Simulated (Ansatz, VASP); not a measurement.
Sc in VASP and in Ansatz

```xyz
1
Lattice="-1.8394 1.8394 1.8394 1.8394 -1.8394 1.8394 1.8394 1.8394 -1.8394" Properties=species:S:1:pos:R:3 pbc="T T T"
Sc    0.0000    0.0000    0.0000
```

Alike in both runs: task single point; functional PBE; k mesh 16 × 16 × 16; occupations fermi-dirac, width 0.05 eV; no spin polarisation.

|  | VASP | Ansatz |
| --- | --- | --- |
| version | VASP 6.6.1 | Ansatz 0.2.0 |
| potentials or method | VASP PAW PBE potentials, release 64 (Sc_sv), cutoff 520 eV | all-electron LAPW, scalar-relativistic |

|  | VASP | Ansatz | Ansatz less VASP |
| --- | --- | --- | --- |
| pressure (GPa) | 0.0 | 0.0 | -0.03 |

Ansatz ran all-electron here, and VASP with PAW potentials.
